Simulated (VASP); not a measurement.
# MgO (R-3m) in VASP: notebook

The runs below take MgO through single point, with r2SCAN.

All numbers are computed with VASP 6.6.1; they aren't measurements. Logs are shortened: lines on timing, memory, paths and dates and some standing lists are left out, and cuts for length are marked.

## 1. The cell of the first run

The structure is trigonal, space group R-3m (No. 166). Conventional cell: a = 3.093 Å, b = 3.093 Å, c = 7.047 Å, α = 90.00°, β = 90.00°, γ = 120.00°. Mg (site symmetry -3m) has 6 O at 2.14 Å within 2.8 Å. O (site symmetry -3m) has 6 Mg at 2.14 Å within 2.8 Å.

## 2. Single point, r2SCAN

File POSCAR:

```
MgO
1.0
   -0.1020800456      2.0853495038      2.0853495038
    2.0853495038     -0.1020800456      2.0853495038
    2.0853495038      2.0853495038     -0.1020800456
Mg O
1 1
Direct
    0.0000000000      0.0000000000      0.0000000000
    0.5000000000      0.5000000000      0.5000000000
```

File INCAR.step1:

```
ALGO = Normal
EDIFF = 1E-5
ENCUT = 920
GGA = PE
GGA_COMPAT = F
ISMEAR = 0
LASPH = T
LCHARG = F
LREAL = F
LWAVE = T
NBANDS = 15
NELM = 120
PREC = Accurate
SIGMA = 0.05
```

File INCAR.step2:

```
ALGO = Normal
EDIFF = 1E-6
ENCUT = 920
GGA_COMPAT = F
ISIF = 2
ISMEAR = 0
ISTART = 1
LASPH = T
LCHARG = F
LMIXTAU = T
LREAL = F
LWAVE = F
METAGGA = R2SCAN
NBANDS = 15
NELM = 120
PREC = Accurate
SIGMA = 0.05
```

File KPOINTS:

```
k-points
0
Gamma
  10 10 10
```

Potentials or basis: VASP PAW PBE potentials, release 64 (Mg_sv, O).

On the command line:

```sh
> cat potpaw_PBE.64/Mg_sv/POTCAR potpaw_PBE.64/O/POTCAR > POTCAR
> cp INCAR.step1 INCAR
> mpirun -np 1 vasp_std > vasp.out
> cp INCAR.step2 INCAR
> mpirun -np 1 vasp_std > vasp.out
```

OUTCAR:

```text
EDIFF = 1E-6
   ENCUT = 920
   ISIF = 2
   ISMEAR = 0
   ISTART = 1
   LASPH = T
   LREAL = F
   METAGGA = R2SCAN
   NELM = 120
   PREC = Accurate

 ion  position               nearest neighbor table
   1  0.000  0.000  0.000-
   2  0.500  0.500  0.500-

  LATTYP: Found a trigonal (rhomboedric) cell.
 ALAT       =     2.9508957016
 COS(alpha) =     0.4505091948

  Lattice vectors:

 A1 = (  -0.1020800456,   2.0853495038,   2.0853495038)
 A2 = (   2.0853495038,  -0.1020800456,   2.0853495038)
 A3 = (   2.0853495038,   2.0853495038,  -0.1020800456)

Analysis of symmetry for initial positions (statically):
=====================================================================
 Subroutine PRICEL returns:
 Original cell was already a primitive cell.

 Routine SETGRP: Setting up the symmetry group for a
 trigonal (rhombohedral) supercell.

 Subroutine GETGRP returns: Found 12 space group operations
 (whereof 12 operations were pure point group operations)
 out of a pool of 12 trial point group operations.

The static configuration has the point symmetry D_3d.

Analysis of symmetry for dynamics (positions and initial velocities):
=====================================================================
 Subroutine PRICEL returns:
 Original cell was already a primitive cell.

 Routine SETGRP: Setting up the symmetry group for a
 trigonal (rhombohedral) supercell.

 Subroutine GETGRP returns: Found 12 space group operations
 (whereof 12 operations were pure point group operations)
 out of a pool of 12 trial point group operations.

The dynamic configuration has the point symmetry D_3d.

 Subroutine INISYM returns: Found 12 space group operations
 (whereof 12 operations are pure point group operations),
 and found     1 'primitive' translations

----------------------------------------------------------------------------------------

                                     Primitive cell

  volume of cell :      19.4677

  direct lattice vectors                    reciprocal lattice vectors
    -0.102080046  2.085349504  2.085349504    -0.222843838  0.234313742  0.234313742
     2.085349504 -0.102080046  2.085349504     0.234313742 -0.222843838  0.234313742
     2.085349504  2.085349504 -0.102080046     0.234313742  0.234313742 -0.222843838

  length of vectors
     2.950895702  2.950895702  2.950895702     0.399330985  0.399330985  0.399330985

[... 84 lines left out ...]
   IBRION =     -1    ionic relax: 0-MD 1-quasi-New 2-CG
   NFREE  =      0    steps in history (QN), initial steepest desc. (CG)
   ISIF   =      2    stress and relaxation
   ISYM   =      2    0-nonsym 1-usesym 2-fastsym
   POTIM  = 0.5000    time-step for ionic-motion
   TEBEG  =    0.0;   TEEND  =   0.0 temperature during run
   PSTRESS=    0.0 pullay stress
   NELECT =      16.0000    total number of electrons
   NUPDOWN=      -1.0000    fix difference up-down
   EMIN   =  10.00;   EMAX   =-10.00  energy-range for DOS
   EFERMI =   0.00;   METHOD = LEGACY
   ISMEAR =     0;   SIGMA  =   0.05  broadening in eV -4-tet -1-fermi 0-gaus
   EFERMI_NEDOS =   21; number of points for ismear=-14 and -15
   IALGO  =     38    algorithm
   IMIX   =      4    mixing-type and parameters
     AMIX     =   0.40;   BMIX     =  1.00
     AMIX_MAG =   1.60;   BMIX_MAG =  1.00
  volume/ion in A,a.u.               =       9.73        65.69
  Fermi-wavevector in a.u.,A,eV,Ry     =   1.533474  2.897846 31.994681  2.351543
  Thomas-Fermi vector in A             =   2.640536
   LORBIT       =      0    0 simple, 1 ext, 2 COOP (PROOUT), +10 PAW based schemes
   METAGGA = R2SCAN    functional components
   LHFCALC =     F    Hartree Fock is set to
   AEXX    =    0.0000 exact exchange contribution
   IVDW    =     0    specifies the selected vdW correction
   LEPSILON=     F    determine dielectric tensor
   LRPA    =     F    only Hartree local field effects (RPA)
 non-spin polarized calculation
 Gauss-broadening in eV      SIGMA  =   0.05
  energy-cutoff  :      920.00
  volume of cell :       19.47
 maximum number of plane-waves:      1254
 NGX is ok and might be reduce to    30

 number of electron      16.0000001 magnetization

 Free energy of the ion-electron system (eV)
  ---------------------------------------------------
  ext. energy  EPLUGINS =         0.00000000
  ---------------------------------------------------
  free energy    TOTEN  =       -16.07987472 eV

  energy without entropy =      -16.07987472  energy(sigma->0) =      -16.07987472

 E-fermi :   2.9055     XC(G=0): -11.8170

 val. band max:        2.5691853778   @ k =   0.0000   0.0000   0.0000
 cond. band min:       7.4093212878   @ k =   0.0000   0.0000   0.0000
 fundamental gap:      4.8401359100
 Fermi energy:         2.9055127752

 k-point     1 :       0.0000    0.0000    0.0000
  band No.  band energies     occupation
      1     -72.9340      2.00000
      2     -38.0420      2.00000
      3     -38.0135      2.00000
      4     -38.0135      2.00000
      5     -15.7410      2.00000
      6       2.0895      2.00000
      7       2.0895      2.00000
      8       2.5692      2.00000
      9       7.4093      0.00000
     10      18.1588      0.00000
     11      18.1588      0.00000
     12      20.4401      0.00000
     13      22.7185      0.00000
     14      24.7086      0.00000
[... 401 lines left out ...]
      2     -38.0859      2.00000
      3     -38.0390      2.00000
      4     -38.0324      2.00000
      5     -14.6198      2.00000
      6      -1.2025      2.00000
      7       0.7797      2.00000
      8       1.4646      2.00000
      9      12.4014      0.00000
     10      13.1947      0.00000
     11      16.6531      0.00000
     12      20.8739      0.00000
     13      21.8508      0.00000
     14      28.0994      0.00000
     15      29.6082      0.00000

 [... further k-points ...]
[... 5 lines left out ...]
  --------------------------------------------------------------------------------------
  -------------------------------------------------------------------------------------
  Total       -0.7945920     -0.7945920     -0.7945920      0.7817605      0.7817605      0.7817605
  in kB      -65.3942574    -65.3942574    -65.3942574     64.3382324     64.3382324     64.3382324
  external PRESSURE =     -65.3942574 kB  Pullay stress =       0.0000000 kB

 VOLUME and BASIS-vectors are now :
 -----------------------------------------------------------------------------
  energy-cutoff  :      920.00
  volume of cell :       19.47
      direct lattice vectors                 reciprocal lattice vectors
    -0.102080046  2.085349504  2.085349504    -0.222843838  0.234313742  0.234313742
     2.085349504 -0.102080046  2.085349504     0.234313742 -0.222843838  0.234313742
     2.085349504  2.085349504 -0.102080046     0.234313742  0.234313742 -0.222843838

 POSITION                                       TOTAL-FORCE (eV/Angst)
 -----------------------------------------------------------------------------------
      0.00000      0.00000      0.00000         0.000000     -0.000000     -0.000000
      2.03431      2.03431      2.03431        -0.000000      0.000000      0.000000
 -----------------------------------------------------------------------------------
    total drift:                                0.000000      0.000000      0.000000

  FREE ENERGIE OF THE ION-ELECTRON SYSTEM (eV)
  ---------------------------------------------------
  free  energy   TOTEN  =       -16.0798747241 eV

  energy  without entropy=      -16.0798747241  energy(sigma->0) =      -16.07987472
```

OUTCAR.step1:

```text
EDIFF = 1E-5
   ENCUT = 920
   GGA = PE
   ISMEAR = 0
   LASPH = T
[... 654 lines left out ...]
 -----------------------------------------------------------------------------------
      0.00000      0.00000      0.00000        -0.000000     -0.000000      0.000000
      2.03431      2.03431      2.03431         0.000000      0.000000     -0.000000
 -----------------------------------------------------------------------------------
    total drift:                                0.000000      0.000000      0.000000

  FREE ENERGIE OF THE ION-ELECTRON SYSTEM (eV)
  ---------------------------------------------------
  free  energy   TOTEN  =       -11.8282154831 eV

  energy  without entropy=      -11.8282154831  energy(sigma->0) =      -11.82821548
```

OSZICAR.step1:

```text
N       E                     dE             d eps       ncg     rms          rms(c)
DAV:   1     0.164896899765E+03    0.16490E+03   -0.14167E+04  3480   0.188E+03
DAV:   2    -0.733477356904E+01   -0.17223E+03   -0.16255E+03  4096   0.447E+02
DAV:   3    -0.133372725300E+02   -0.60025E+01   -0.59672E+01  4618   0.794E+01
DAV:   4    -0.134317759228E+02   -0.94503E-01   -0.94486E-01  3830   0.981E+00
DAV:   5    -0.134336618913E+02   -0.18860E-02   -0.18860E-02  4602   0.111E+00    0.863E+00
DAV:   6    -0.118559565863E+02    0.15777E+01   -0.26322E+00  3893   0.148E+01    0.290E+00
DAV:   7    -0.118405061638E+02    0.15450E-01   -0.13583E-01  4075   0.344E+00    0.175E+00
DAV:   8    -0.118292645883E+02    0.11242E-01   -0.41473E-02  4313   0.231E+00    0.349E-01
DAV:   9    -0.118280188062E+02    0.12458E-02   -0.39252E-03  4033   0.575E-01    0.103E-01
DAV:  10    -0.118282249822E+02   -0.20618E-03   -0.30145E-04  4271   0.196E-01    0.516E-02
DAV:  11    -0.118282154831E+02    0.94991E-05   -0.28312E-05  4411   0.564E-02
   1 F= -.11828215E+02 E0= -.11828215E+02  d E =-.605834E-23
```

Wall time 2.8 min (1 thread of Intel Xeon Platinum 8488C (Sapphire Rapids), shared host); peak memory 0.21 GiB.

What came out:

```
Free energy            : -16.0799 eV
Pressure               : -6.5 GPa
Band gap on the k mesh : 4.84 eV
```

Stress tensor (GPa, compression positive):
```
-6.54  6.43  6.43
 6.43 -6.54  6.43
 6.43  6.43 -6.54
```

Levels at points of the mesh, in eV from the valence-band top:
```
           k point  band 4  band 5  band 6  band 7  band 8  band 9  band 10  band 11  band 12  band 13
(0.00, 0.00, 0.00)  -40.58  -18.31   -0.48   -0.48    0.00    4.84    15.59    15.59    17.87    20.15
(0.50, 0.00, 0.00)  -40.59  -17.18   -4.83   -1.01   -0.66    8.33    12.70    16.66    17.69    21.74
(0.50, 0.50, 0.00)  -40.61  -16.92   -4.23   -1.91   -1.34    9.33    10.70    13.43    18.93    20.09
(0.50, 0.50, 0.50)  -40.59  -16.97   -4.49   -1.25   -1.25    7.78    13.81    15.71    15.71    20.87
```

Caveat: the cell stands under tension; the PAW data sets were made with another functional, which shifts forces and pressure a little.

## 3. Single point, r2SCAN

This run uses another cell than the first one, of the same volume but with other edges.

File POSCAR:

```
MgO
1.0
    0.1109905151      2.1920626730      2.1920626730
    2.1920626730      0.1109905151      2.1920626730
    2.1920626730      2.1920626730      0.1109905151
Mg O
1 1
Direct
    0.0000000000      0.0000000000      0.0000000000
    0.5000000000      0.5000000000      0.5000000000
```

File INCAR.step1:

```
  PREC = Accurate
  ENCUT = 920
  ISMEAR = 0
  SIGMA = 0.05
  LREAL = F
  LASPH = T
  NELM = 120
  NBANDS = 15
  GGA = PE
  ALGO = Normal
  EDIFF = 1E-5
  LWAVE = T
  LCHARG = F
  GGA_COMPAT = F
```

File INCAR.step2:

```
  PREC = Accurate
  ENCUT = 920
  EDIFF = 1E-6
  ISMEAR = 0
  SIGMA = 0.05
  LREAL = F
  LASPH = T
  NELM = 120
  ALGO = Normal
  ISIF = 2
  LWAVE = F
  LCHARG = T
  METAGGA = R2SCAN
  LMIXTAU = T
  LELF = T
  LVHAR = T
  NBANDS = 15
  ISTART = 1
  GGA_COMPAT = F
```

File KPOINTS:

```
Automatic mesh
0
Gamma
  10 10 10
```

Potentials or basis: VASP PAW PBE potentials, release 64 (Mg_sv, O).

On the command line:

```sh
> cat potpaw_PBE.64/Mg_sv/POTCAR potpaw_PBE.64/O/POTCAR > POTCAR
> cp INCAR.step1 INCAR
> mpirun -np 1 vasp_std > vasp.out
> cp INCAR.step2 INCAR
> mpirun -np 1 vasp_std > vasp.out
```

OUTCAR:

```text
PREC = Accurate
   ENCUT = 920
   EDIFF = 1E-6
   ISMEAR = 0
   LREAL = F
   LASPH = T
   NELM = 120
   ISIF = 2
   METAGGA = R2SCAN
   ISTART = 1

 ion  position               nearest neighbor table
   1  0.000  0.000  0.000-
   2  0.500  0.500  0.500-

  LATTYP: Found a trigonal (rhomboedric) cell.
 ALAT       =     3.1020310152
 COS(alpha) =     0.5499279885

  Lattice vectors:

 A1 = (   0.1109905151,   2.1920626730,   2.1920626730)
 A2 = (   2.1920626730,   0.1109905151,   2.1920626730)
 A3 = (   2.1920626730,   2.1920626730,   0.1109905151)

Analysis of symmetry for initial positions (statically):
=====================================================================
 Subroutine PRICEL returns:
 Original cell was already a primitive cell.

 Routine SETGRP: Setting up the symmetry group for a
 trigonal (rhombohedral) supercell.

 Subroutine GETGRP returns: Found 12 space group operations
 (whereof 12 operations were pure point group operations)
 out of a pool of 12 trial point group operations.

The static configuration has the point symmetry D_3d.

Analysis of symmetry for dynamics (positions and initial velocities):
=====================================================================
 Subroutine PRICEL returns:
 Original cell was already a primitive cell.

 Routine SETGRP: Setting up the symmetry group for a
 trigonal (rhombohedral) supercell.

 Subroutine GETGRP returns: Found 12 space group operations
 (whereof 12 operations were pure point group operations)
 out of a pool of 12 trial point group operations.

The dynamic configuration has the point symmetry D_3d.

 Subroutine INISYM returns: Found 12 space group operations
 (whereof 12 operations are pure point group operations),
 and found     1 'primitive' translations

----------------------------------------------------------------------------------------
[... 115 lines left out ...]
  Fermi-wavevector in a.u.,A,eV,Ry     =   1.533474  2.897846 31.994681  2.351543
  Thomas-Fermi vector in A             =   2.640536
   LORBIT       =      0    0 simple, 1 ext, 2 COOP (PROOUT), +10 PAW based schemes
   METAGGA = R2SCAN    functional components
   LHFCALC =     F    Hartree Fock is set to
   AEXX    =    0.0000 exact exchange contribution
   IVDW    =     0    specifies the selected vdW correction
   LEPSILON=     F    determine dielectric tensor
   LRPA    =     F    only Hartree local field effects (RPA)
 non-spin polarized calculation
 Gauss-broadening in eV      SIGMA  =   0.05
  energy-cutoff  :      920.00
  volume of cell :       19.47
 maximum number of plane-waves:      1246
   NGX = 15   NGY = 15   NGZ = 15

 number of electron      16.0000002 magnetization

 Free energy of the ion-electron system (eV)
  ---------------------------------------------------
  ext. energy  EPLUGINS =         0.00000000
  ---------------------------------------------------
  free energy    TOTEN  =       -16.06214348 eV

  energy without entropy =      -16.06214348  energy(sigma->0) =      -16.06214348

 E-fermi :   2.9328     XC(G=0): -11.8169

 val. band max:        2.4638280578   @ k =   0.0000   0.0000   0.0000
 cond. band min:       7.3743572601   @ k =   0.0000   0.0000   0.0000
 fundamental gap:      4.9105292023
 Fermi energy:         2.9327705085

 k-point     1 :       0.0000    0.0000    0.0000
  band No.  band energies     occupation
      1     -72.9420      2.00000
      2     -38.0422      2.00000
      3     -38.0422      2.00000
      4     -38.0078      2.00000
      5     -15.7355      2.00000
      6       1.8434      2.00000
      7       2.4638      2.00000
      8       2.4638      2.00000
      9       7.3744      0.00000
     10      17.5856      0.00000
     11      19.6049      0.00000
     12      19.6049      0.00000
     13      22.6536      0.00000
     14      24.7236      0.00000
[... 401 lines left out ...]
      2     -38.0942      2.00000
      3     -38.0628      2.00000
      4     -38.0252      2.00000
      5     -14.6023      2.00000
      6      -1.1538      2.00000
      7       0.9245      2.00000
      8       1.2514      2.00000
      9      12.0410      0.00000
     10      13.6116      0.00000
     11      16.5983      0.00000
     12      20.8170      0.00000
     13      21.9092      0.00000
     14      27.9335      0.00000
     15      29.5298      0.00000

 [... further k-points ...]
[... 5 lines left out ...]
  --------------------------------------------------------------------------------------
  -------------------------------------------------------------------------------------
  Total       -0.8066949     -0.8066949     -0.8066949     -1.0212506     -1.0212506     -1.0212506
  in kB      -66.3903149    -66.3903149    -66.3903149    -84.0480722    -84.0480722    -84.0480722
  external PRESSURE =     -66.3903149 kB  Pullay stress =       0.0000000 kB

 VOLUME and BASIS-vectors are now :
 -----------------------------------------------------------------------------
  energy-cutoff  :      920.00
  volume of cell :       19.47
      direct lattice vectors                 reciprocal lattice vectors
     0.110990515  2.192062673  2.192062673    -0.246193135  0.234328406  0.234328406
     2.192062673  0.110990515  2.192062673     0.234328406 -0.246193135  0.234328406
     2.192062673  2.192062673  0.110990515     0.234328406  0.234328406 -0.246193135

 POSITION                                       TOTAL-FORCE (eV/Angst)
 -----------------------------------------------------------------------------------
      0.00000      0.00000      0.00000         0.000000     -0.000000      0.000000
      2.24756      2.24756      2.24756        -0.000000      0.000000     -0.000000
 -----------------------------------------------------------------------------------
    total drift:                                0.000000     -0.000000     -0.000000

  FREE ENERGIE OF THE ION-ELECTRON SYSTEM (eV)
  ---------------------------------------------------
  free  energy   TOTEN  =       -16.0621434813 eV

  energy  without entropy=      -16.0621434813  energy(sigma->0) =      -16.06214348
```

OUTCAR.step1:

```text
PREC = Accurate
   ENCUT = 920
   ISMEAR = 0
   LREAL = F
   LASPH = T
[... 653 lines left out ...]
 -----------------------------------------------------------------------------------
      0.00000      0.00000      0.00000         0.000000      0.000000     -0.000000
      2.24756      2.24756      2.24756         0.000000     -0.000000      0.000000
 -----------------------------------------------------------------------------------
    total drift:                                0.000000     -0.000000     -0.000000

  FREE ENERGIE OF THE ION-ELECTRON SYSTEM (eV)
  ---------------------------------------------------
  free  energy   TOTEN  =       -11.8115452618 eV

  energy  without entropy=      -11.8115452618  energy(sigma->0) =      -11.81154526
```

OSZICAR.step1:

```text
N       E                     dE             d eps       ncg     rms          rms(c)
DAV:   1     0.169235752158E+03    0.16924E+03   -0.14105E+04  3480   0.188E+03
DAV:   2    -0.703796308343E+01   -0.17627E+03   -0.16607E+03  3998   0.454E+02
DAV:   3    -0.133152450126E+02   -0.62773E+01   -0.62412E+01  4710   0.814E+01
DAV:   4    -0.134182940956E+02   -0.10305E+00   -0.10303E+00  3893   0.101E+01
DAV:   5    -0.134203764498E+02   -0.20824E-02   -0.20823E-02  4495   0.118E+00    0.864E+00
DAV:   6    -0.118398082377E+02    0.15806E+01   -0.26027E+00  3942   0.148E+01    0.290E+00
DAV:   7    -0.118240220331E+02    0.15786E-01   -0.13607E-01  4040   0.345E+00    0.176E+00
DAV:   8    -0.118126566988E+02    0.11365E-01   -0.42215E-02  4425   0.232E+00    0.355E-01
DAV:   9    -0.118113479478E+02    0.13088E-02   -0.40067E-03  3970   0.583E-01    0.103E-01
DAV:  10    -0.118115547520E+02   -0.20680E-03   -0.30608E-04  4292   0.196E-01    0.515E-02
DAV:  11    -0.118115452618E+02    0.94902E-05   -0.29041E-05  4341   0.568E-02
   1 F= -.11811545E+02 E0= -.11811545E+02  d E =-.211133E-37
```

It took 2.8 min on 1 thread of Intel Xeon Platinum 8259CL at 2.50GHz (Skylake/Cascade Lake), shared host; peak memory 0.23 GiB.

Results:

* Free energy: -16.0621 eV
* Pressure: -6.6 GPa
* Band gap on the k mesh: 4.91 eV

Caveat: the cell stands under tension; the PAW data sets were made with another functional, which shifts forces and pressure a little.
